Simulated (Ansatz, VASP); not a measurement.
RbBr in VASP and in Ansatz

Contents of INCAR:

```
PREC     = Accurate       # precision mode
ENCUT    = 520            # plane-wave cutoff, eV
EDIFF    = 1E-6           # SCF threshold, eV
ISMEAR   = 0              # smearing method
SIGMA    = 0.01           # smearing width, eV
LREAL    = F              # projectors in reciprocal space
LASPH    = T              # aspherical terms in the spheres
NELM     = 80             # most SCF steps
ALGO     = Normal         # electronic algorithm
ISIF     = 2              # what is computed and relaxed
LWAVE    = F              # write WAVECAR
LCHARG   = T              # write CHGCAR
GGA      = PE             # functional
LELF     = T              # ELF
LVHAR    = T            
NBANDS   = 15             # bands
```

KPOINTS

```
regular mesh
0
Gamma
  6 6 6
```

POSCAR

```
RbBr
1.0
    0.0000000000      3.5434795160      3.5434795160
    3.5434795160      0.0000000000      3.5434795160
    3.5434795160      3.5434795160      0.0000000000
Rb Br
1 1
Direct
    0.0000000000      0.0000000000      0.0000000000
    0.5000000000      0.5000000000      0.5000000000
```

Input for Ansatz:

```yaml
crystal:
  lattice:
    - [0.0, 3.543479516, 3.543479516]
    - [3.543479516, 0.0, 3.543479516]
    - [3.543479516, 3.543479516, 0.0]
  atoms:
    - { symbol: Rb, position: [0.0, 0.0, 0.0] }
    - { symbol: Br, position: [0.5, 0.5, 0.5] }
kpoints:
  mp_grid: { grid: [6, 6, 6] }
hamiltonian:
  xc: pbe
scf:
  occupations: { method: fixed }
  n_extra_bands: 4
output:
  forces: true
  stress: true
  eigenvalues: true
```

Alike in both runs: task single point; functional PBE; k mesh 6 × 6 × 6; no spin polarisation.

|  | VASP | Ansatz |
| --- | --- | --- |
| version | VASP 6.6.1 | Ansatz 0.2.0 |
| potentials or method | VASP PAW PBE potentials, release 64 (Rb_sv, Br) | plane waves, PAW |
| plane-wave cutoff (eV) | 520 | 420 |
| occupations | gaussian, width 0.01 eV | fixed |
| valence electrons in the cell | 16 | 16 |

|  | VASP | Ansatz | Ansatz less VASP |
| --- | --- | --- | --- |
| gap on the k mesh at the Fermi level (eV) | 4.12 | 4.12 | +0.002 |
| pressure (GPa) | -0.3 | -0.3 | -0.01 |
